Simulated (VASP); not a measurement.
# CaBe2O3 (R-3m) in VASP: further runs

The runs below take CaBe2O3 through single point, relaxation of cell and atoms, with PBE.

Program: VASP 6.6.1. These are calculated values, not measurements. Logs are shortened: lines on timing, memory, paths and dates and some standing lists are left out, and cuts for length are marked.

**1. The cell of the first run**

It takes space group R-3m (No. 166, trigonal). The conventional cell has a = 4.833 Å, b = 4.833 Å, c = 10.898 Å, α = 90.00°, β = 90.00°, γ = 120.00°. Ca (site symmetry -3m) has 2 Be at 2.10 Å and 6 O at 2.29 Å within 2.8 Å. Within 1.9 Å of Be (site symmetry 3m) lie 3 O at 1.42 Å. O (site symmetry 2/m) has 2 Be at 1.42 Å within 1.9 Å.

**2. Single point, PBE**

INCAR reads:

```
SYSTEM = CaBe2O3
PREC = Accurate ; ENCUT = 520
EDIFF = 1E-6 ; ISMEAR = 0
SIGMA = 0.1 ; LREAL = .FALSE.
LASPH = .TRUE. ; NELM = 100
ALGO = Normal ; ISIF = 2
LWAVE = .FALSE. ; LCHARG = .FALSE.
GGA = PE ; NBANDS = 25
```

KPOINTS reads:

```
Automatic mesh
0
G
  6 6 6
  0 0 0
```

POSCAR reads:

```
CaBe2O3
1.0
    2.4167193200      1.3952935500      3.6327372700
   -2.4167193200      1.3952935500      3.6327372700
    0.0000000000     -2.7905871000      3.6327372700
Ca Be O
1 2 3
Direct
    0.0000000000      0.0000000000      0.0000000000
    0.8069464600      0.8069464600      0.8069464600
    0.1930535400      0.1930535400      0.1930535400
    0.0000000000      0.0000000000      0.5000000000
    0.5000000000      0.0000000000      0.0000000000
    0.0000000000      0.5000000000      0.0000000000
```

Potentials or basis: VASP PAW PBE potentials, release 64 (Ca_sv, Be, O).

Started as:

```sh
$ cat potpaw_PBE.64/Ca_sv/POTCAR potpaw_PBE.64/Be/POTCAR potpaw_PBE.64/O/POTCAR > POTCAR
$ mpirun -np 1 vasp_std > vasp.out
```

OUTCAR:

```text
SYSTEM = CaBe2O3
   PREC = Accurate
   ENCUT = 520
   EDIFF = 1E-6
   ISMEAR = 0
   LREAL = .FALSE.
   LASPH = .TRUE.
   NELM = 100
   ISIF = 2
   GGA = PE

 ion  position               nearest neighbor table
   1  0.000  0.000  0.000-   2 2.10   3 2.10   5 2.29   6 2.29   6 2.29   5 2.29   4 2.29   4 2.29

   2  0.807  0.807  0.807-   5 1.42   6 1.42   4 1.42   1 2.10
   3  0.193  0.193  0.193-   5 1.42   6 1.42   4 1.42   1 2.10
   4  0.000  0.000  0.500-   2 1.42   3 1.42   1 2.29   1 2.29
   5  0.500  0.000  0.000-   2 1.42   3 1.42   1 2.29   1 2.29
   6  0.000  0.500  0.000-   2 1.42   3 1.42   1 2.29   1 2.29

  LATTYP: Found a trigonal (rhomboedric) cell.
 ALAT       =     4.5808466941
 COS(alpha) =     0.4433388552

  Lattice vectors:

 A1 = (   2.4167193200,   1.3952935500,   3.6327372700)
 A2 = (  -2.4167193200,   1.3952935500,   3.6327372700)
 A3 = (   0.0000000000,  -2.7905871000,   3.6327372700)

Analysis of symmetry for initial positions (statically):
=====================================================================
 Subroutine PRICEL returns:
 Original cell was already a primitive cell.

 Routine SETGRP: Setting up the symmetry group for a
 trigonal (rhombohedral) supercell.

 Subroutine GETGRP returns: Found 12 space group operations
 (whereof 12 operations were pure point group operations)
 out of a pool of 12 trial point group operations.

The static configuration has the point symmetry D_3d.

Analysis of symmetry for dynamics (positions and initial velocities):
=====================================================================
 Subroutine PRICEL returns:
 Original cell was already a primitive cell.

 Routine SETGRP: Setting up the symmetry group for a
 trigonal (rhombohedral) supercell.

 Subroutine GETGRP returns: Found 12 space group operations
 (whereof 12 operations were pure point group operations)
 out of a pool of 12 trial point group operations.

The dynamic configuration has the point symmetry D_3d.

 Subroutine INISYM returns: Found 12 space group operations
 (whereof 12 operations are pure point group operations),
 and found     1 'primitive' translations

----------------------------------------------------------------------------------------

                                     Primitive cell

  volume of cell :      73.4983

[... 93 lines left out ...]
   LASPH  =      T    aspherical Exc in radial PAW
   ENCUT  =  520.0 eV  38.22 Ry    6.18 a.u.   8.52  8.52  8.52*2*pi/ulx,y,z
   NELM   =    100;   NELMIN=  2; NELMDL= -5     # of ELM steps
   EDIFF  = 0.1E-05   stopping-criterion for ELM
   LREAL  =      F    real-space projection
   EDIFFG = 0.1E-04   stopping-criterion for IOM
   NSW    =      0    number of steps for IOM
   IBRION =     -1    ionic relax: 0-MD 1-quasi-New 2-CG
   NFREE  =      0    steps in history (QN), initial steepest desc. (CG)
   ISIF   =      2    stress and relaxation
   ISYM   =      2    0-nonsym 1-usesym 2-fastsym
   POTIM  = 0.5000    time-step for ionic-motion
   TEBEG  =    0.0;   TEEND  =   0.0 temperature during run
   PSTRESS=    0.0 pullay stress
   NELECT =      32.0000    total number of electrons
   NUPDOWN=      -1.0000    fix difference up-down
   EMIN   =  10.00;   EMAX   =-10.00  energy-range for DOS
[... 5 lines left out ...]
     AMIX     =   0.40;   BMIX     =  1.00
     AMIX_MAG =   1.60;   BMIX_MAG =  1.00
  volume/ion in A,a.u.               =      12.25        82.67
  Fermi-wavevector in a.u.,A,eV,Ry     =   1.240792  2.344758 20.947066  1.539566
  Thomas-Fermi vector in A             =   2.375218
   LORBIT       =      0    0 simple, 1 ext, 2 COOP (PROOUT), +10 PAW based schemes
   GGA     = PE    functional components
   LHFCALC =     F    Hartree Fock is set to
   AEXX    =    0.0000 exact exchange contribution
   IVDW    =     0    specifies the selected vdW correction
   LEPSILON=     F    determine dielectric tensor
   LRPA    =     F    only Hartree local field effects (RPA)
 non-spin polarized calculation
 Gauss-broadening in eV      SIGMA  =   0.10
  energy-cutoff  :      520.00
  volume of cell :       73.50
 maximum number of plane-waves:      1999
 NGX is ok and might be reduce to    36
   NGX = 17   NGY = 17   NGZ = 17

 number of electron      32.0000010 magnetization

 Free energy of the ion-electron system (eV)
  ---------------------------------------------------
  ext. energy  EPLUGINS =         0.00000000
  ---------------------------------------------------
  free energy    TOTEN  =       -36.03842331 eV

  energy without entropy =      -36.03840011  energy(sigma->0) =      -36.03841171

 E-fermi :   2.5377     XC(G=0):  -8.7707

 val. band max:        2.3329327338   @ k =   0.5000   0.5000   0.5000
 cond. band min:       2.7164981062   @ k =   0.0000   0.0000   0.0000
 fundamental gap:      0.3835653723
 Fermi energy:         2.5377278554

 k-point     1 :       0.0000    0.0000    0.0000
  band No.  band energies     occupation
      1     -37.3093      2.00000
      2     -18.8847      2.00000
      3     -18.3676      2.00000
      4     -18.3676      2.00000
      5     -16.7394      2.00000
      6     -15.5616      2.00000
[... 661 lines left out ...]
     24      11.5757      0.00000
     25      11.8440      0.00000

 [... further k-points ...]

------------------------ aborting loop because EDIFF is reached ----------------------------------------

  FORCE on cell =-STRESS in cart. coord.  units (eV):
  Direction    XX          YY          ZZ          XY          YZ          ZX
  --------------------------------------------------------------------------------------
  -------------------------------------------------------------------------------------
  Total       16.8452001     16.8452001     12.5530222      0.0000000      0.0000000     -0.0000000
  in kB      367.2059553    367.2059554    273.6414212      0.0000000      0.0000000     -0.0000000
  external PRESSURE =     336.0177773 kB  Pullay stress =       0.0000000 kB

 VOLUME and BASIS-vectors are now :
 -----------------------------------------------------------------------------
  energy-cutoff  :      520.00
  volume of cell :       73.50
      direct lattice vectors                 reciprocal lattice vectors
     2.416719320  1.395293550  3.632737270     0.206892044  0.119449177  0.091758173
    -2.416719320  1.395293550  3.632737270    -0.206892044  0.119449177  0.091758173
     0.000000000 -2.790587100  3.632737270     0.000000000 -0.238898355  0.091758173

 POSITION                                       TOTAL-FORCE (eV/Angst)
 -----------------------------------------------------------------------------------
      0.00000      0.00000      0.00000        -0.000000     -0.000000     -0.000000
      0.00000      0.00000      8.79427        -0.000000     -0.000000     -2.996062
      0.00000      0.00000      2.10394        -0.000000      0.000000      2.996062
      0.00000     -1.39529      1.81637         0.000000     -0.000000     -0.000000
      1.20836      0.69765      1.81637         0.000000     -0.000000      0.000000
     -1.20836      0.69765      1.81637        -0.000000     -0.000000     -0.000000
 -----------------------------------------------------------------------------------
    total drift:                               -0.000000      0.000000     -0.000000

  FREE ENERGIE OF THE ION-ELECTRON SYSTEM (eV)
  ---------------------------------------------------
  free  energy   TOTEN  =       -36.0384233054 eV

  energy  without entropy=      -36.0384001140  energy(sigma->0) =      -36.03841171
```

stdout:

```text
POSCAR found type information on POSCAR CaBeO
 POSCAR found :  3 types and       6 ions
 scaLAPACK will be used
 LDA part: xc-table for (Slater+PW92), standard interpolation
 POSCAR, INCAR and KPOINTS ok, starting setup
 FFT: planning ... GRIDC
 FFT: planning ... GRID_SOFT
 FFT: planning ... GRID
 WAVECAR not read
 entering main loop
```

Run time: 65 s. Hardware: 1 thread of Oxide Virtual Turin-like, shared host; peak memory 0.2 GiB.

Results:

```
Free energy            : -36.0384 eV
Pressure               : 33.6 GPa
Largest force          : 2.996 eV/Å
Band gap on the k mesh : 0.38 eV, indirect (least direct gap 0.42 eV)
```

Forces on the atoms (eV/Å):
```
Ca   0.000  0.000  0.000
Be   0.000  0.000 -2.996
Be   0.000  0.000  2.996
O    0.000  0.000  0.000
O    0.000  0.000  0.000
O    0.000  0.000  0.000
```

Caveat: forces of over 1 eV/Å act on the atoms, so gaps and moduli don't describe the material at rest. A k mesh can miss the band edges.

**3. Single point, PBE**

This run uses another cell than the first one, of 15.46 Å³/atom, 1.262 times its volume.

INCAR reads:

```
PREC = Accurate
ENCUT = 520
EDIFF = 1E-7
ISMEAR = 0
SIGMA = 0.1
LREAL = F
LASPH = T
NELM = 60
ALGO = Normal
ISIF = 2
LWAVE = F
LCHARG = F
GGA = PE
NBANDS = 25
```

KPOINTS reads:

```
regular mesh
0
Gamma
  6 6 6
```

POSCAR reads:

```
CaBe2O3
1.0
    2.6102425352      1.5070242303      3.9304431155
   -2.6102425352      1.5070242303      3.9304431155
    0.0000000000     -3.0140484607      3.9304431155
Ca Be O
1 2 3
Direct
    0.0000000000      0.0000000000      0.0000000000
    0.8033600963      0.8033600963      0.8033600963
    0.1966399037      0.1966399037      0.1966399037
    0.0000000000      0.0000000000      0.5000000000
    0.5000000000      0.0000000000      0.0000000000
    0.0000000000      0.5000000000      0.0000000000
```

Potentials or basis: VASP PAW PBE potentials, release 64 (Ca_sv, Be, O).

Started as:

```sh
$ cat potpaw_PBE.64/Ca_sv/POTCAR potpaw_PBE.64/Be/POTCAR potpaw_PBE.64/O/POTCAR > POTCAR
$ mpirun -np 1 vasp_std > vasp.out
```

OUTCAR:

```text
PREC = Accurate
   ENCUT = 520
   EDIFF = 1E-7
   ISMEAR = 0
   LREAL = F
   LASPH = T
   NELM = 60
   ISIF = 2
   GGA = PE

 ion  position               nearest neighbor table
   1  0.000  0.000  0.000-   2 2.32   3 2.32   5 2.48   6 2.48   6 2.48   5 2.48   4 2.48   4 2.48

   2  0.803  0.803  0.803-   4 1.55   5 1.55   6 1.55   1 2.32
   3  0.197  0.197  0.197-   4 1.55   5 1.55   6 1.55   1 2.32
   4  0.000  0.000  0.500-   2 1.55   3 1.55   1 2.48   1 2.48
   5  0.500  0.000  0.000-   2 1.55   3 1.55   1 2.48   1 2.48
   6  0.000  0.500  0.000-   2 1.55   3 1.55   1 2.48   1 2.48

[... 879 lines left out ...]
  -------------------------------------------------------------------------------------
  Total        0.0924554      0.0924554      0.1918680      0.0000000     -0.0000000      0.0000000
  in kB        1.5967945      1.5967945      3.3137470      0.0000000     -0.0000000      0.0000000
  external PRESSURE =       2.1691120 kB  Pullay stress =       0.0000000 kB

 VOLUME and BASIS-vectors are now :
 -----------------------------------------------------------------------------
  energy-cutoff  :      520.00
  volume of cell :       92.77
      direct lattice vectors                 reciprocal lattice vectors
     2.610242535  1.507024230  3.930443116     0.191553081  0.110593223  0.084808080
    -2.610242535  1.507024230  3.930443116    -0.191553081  0.110593223  0.084808080
     0.000000000 -3.014048461  3.930443116     0.000000000 -0.221186446  0.084808080

 POSITION                                       TOTAL-FORCE (eV/Angst)
 -----------------------------------------------------------------------------------
      0.00000      0.00000      0.00000        -0.000000     -0.000000      0.000000
      0.00000     -0.00000      9.47268        -0.000000      0.000000     -0.030823
      0.00000     -0.00000      2.31865        -0.000000     -0.000000      0.030823
      0.00000     -1.50702      1.96522        -0.000000     -0.000000      0.000000
      1.30512      0.75351      1.96522         0.000000     -0.000000      0.000000
     -1.30512      0.75351      1.96522         0.000000     -0.000000     -0.000000
 -----------------------------------------------------------------------------------
    total drift:                                0.000000      0.000000     -0.000000

  FREE ENERGIE OF THE ION-ELECTRON SYSTEM (eV)
  ---------------------------------------------------
  free  energy   TOTEN  =       -37.8569547711 eV

  energy  without entropy=      -37.8569547701  energy(sigma->0) =      -37.85695477
```

OSZICAR:

```text
N       E                     dE             d eps       ncg     rms          rms(c)
DAV:   1     0.250502439710E+03    0.25050E+03   -0.15619E+04  1600   0.119E+03
DAV:   2    -0.267675575731E+02   -0.27727E+03   -0.26082E+03  2165   0.307E+02
DAV:   3    -0.451320212023E+02   -0.18364E+02   -0.18230E+02  2157   0.852E+01
DAV:   4    -0.458160245009E+02   -0.68400E+00   -0.68303E+00  2726   0.134E+01
DAV:   5    -0.458199336881E+02   -0.39092E-02   -0.39086E-02  2109   0.101E+00    0.146E+01
DAV:   6    -0.384434625808E+02    0.73765E+01   -0.23734E+01  1771   0.329E+01    0.510E+00
DAV:   7    -0.380675335090E+02    0.37593E+00   -0.14134E+00  2204   0.739E+00    0.314E+00
DAV:   8    -0.378522449922E+02    0.21529E+00   -0.71465E-01  1914   0.540E+00    0.936E-01
DAV:   9    -0.378483952863E+02    0.38497E-02   -0.11276E-01  2006   0.192E+00    0.369E-01
DAV:  10    -0.378565456249E+02   -0.81503E-02   -0.17688E-02  1707   0.956E-01    0.111E-01
DAV:  11    -0.378567674996E+02   -0.22187E-03   -0.26405E-03  1945   0.325E-01    0.318E-02
DAV:  12    -0.378569660992E+02   -0.19860E-03   -0.32875E-04  1762   0.100E-01    0.340E-02
DAV:  13    -0.378569530566E+02    0.13043E-04   -0.11020E-04  2099   0.603E-02    0.314E-03
DAV:  14    -0.378569548445E+02   -0.17879E-05   -0.50107E-06  1737   0.148E-02    0.267E-03
DAV:  15    -0.378569547711E+02    0.73412E-07   -0.88876E-07  2173   0.613E-03
   1 F= -.37856955E+02 E0= -.37856955E+02  d E =-.101875E-08
```

stdout:

```text
POSCAR found type information on POSCAR CaBeO
 POSCAR found :  3 types and       6 ions
 scaLAPACK will be used
 LDA part: xc-table for (Slater+PW92), standard interpolation
 POSCAR, INCAR and KPOINTS ok, starting setup
 FFT: planning ... GRIDC
 FFT: planning ... GRID_SOFT
 FFT: planning ... GRID
 WAVECAR not read
 entering main loop
```

Wall time 1.7 min (1 thread of Oxide Virtual Turin-like, shared host); peak memory 0.24 GiB.

What came out:

| Item | Value |
| --- | --- |
| Free energy | -37.8570 eV |
| Pressure | 0.2 GPa |
| Largest force | 0.031 eV/Å |
| Band gap on the k mesh | 0.74 eV, indirect (least direct gap 0.76 eV) |

Forces on the atoms (eV/Å):
```
Ca   0.000  0.000  0.000
Be   0.000  0.000 -0.031
Be   0.000  0.000  0.031
O    0.000  0.000  0.000
O    0.000  0.000  0.000
O    0.000  0.000  0.000
```

(Part 1 of 3 ends here.)
